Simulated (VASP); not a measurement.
Wanted: the native input for a VASP 6.6.1 run.

```
Task                               : single point
Functional                         : PBE-based global hybrid with 35 % exact exchange
Potentials or basis                : VASP PAW PBE potentials, release 64 (Pb_d, Te)
Cutoff                             : 520 eV
k mesh                             : 4 × 4 × 4
Occupations                        : gaussian, width 0.01 eV
Spin                               : no spin polarisation
Dipole correction                  : no
Grid for exact exchange (PRECFOCK) : Normal
Share of exact exchange            : 0.35
Further INCAR settings             : ALGO = Normal; EDIFF = 1e-06; NBANDS = 17
```

Crystal: TePb.

```
CELL_PARAMETERS angstrom
0.00000 3.26784 3.26784
3.26784 0.00000 3.26784
3.26784 3.26784 0.00000
ATOMIC_POSITIONS crystal
Pb 0.00000 0.00000 0.00000
Te 0.50000 0.50000 0.50000
```

One way to write it, as run:

POSCAR

```
TePb
1.0
    0.0000000000      3.2678368520      3.2678368520
    3.2678368520      0.0000000000      3.2678368520
    3.2678368520      3.2678368520      0.0000000000
Pb Te
1 1
Direct
    0.0000000000      0.0000000000      0.0000000000
    0.5000000000      0.5000000000      0.5000000000
```

INCAR.step1

```
SYSTEM = TePb
PREC = Accurate ; ENCUT = 520
EDIFF = 1E-5 ; ISMEAR = 0
SIGMA = 0.01 ; LREAL = .False.
LASPH = .True. ; NELM = 60
ALGO = Normal ; ISIF = 2
LWAVE = .True. ; GGA = PE
NBANDS = 17
```

INCAR.step2

```
SYSTEM = TePb
PREC = Accurate ; ENCUT = 520
EDIFF = 1E-6 ; ISMEAR = 0
SIGMA = 0.01 ; LREAL = .False.
LASPH = .True. ; NELM = 60
ALGO = Normal ; ISIF = 2
LWAVE = .False. ; LCHARG = .True.
GGA = PE ; LHFCALC = .True.
AEXX = 0.35 ; PRECFOCK = Normal
LELF = .True. ; LVHAR = .True.
ISTART = 1 ; NBANDS = 17
```

KPOINTS

```
regular mesh
0
Gamma
  4 4 4
  0 0 0
```

Potentials or basis: VASP PAW PBE potentials, release 64 (Pb_d, Te).

Launch:

```console
$ cat potpaw_PBE.64/Pb_d/POTCAR potpaw_PBE.64/Te/POTCAR > POTCAR
$ cp INCAR.step1 INCAR
$ mpirun -np 1 vasp_std > vasp.out
$ cp INCAR.step2 INCAR
$ mpirun -np 1 vasp_std > vasp.out
```

It gave:

```json
{
  "Pressure": "-1.1 GPa",
  "Band gap on the k mesh": "2.24 eV"
}
```

Caveat: the PAW data sets were made with another functional, which shifts forces and pressure a little; spin-orbit coupling is left out, which moves the levels of the heavy elements.

Run time: 23 min on 1 thread of Intel(R) Xeon(R) Platinum 8175M CPU @ 2.50GHz (Skylake/Cascade Lake), with other jobs on the host, peak memory 0.22 GiB.
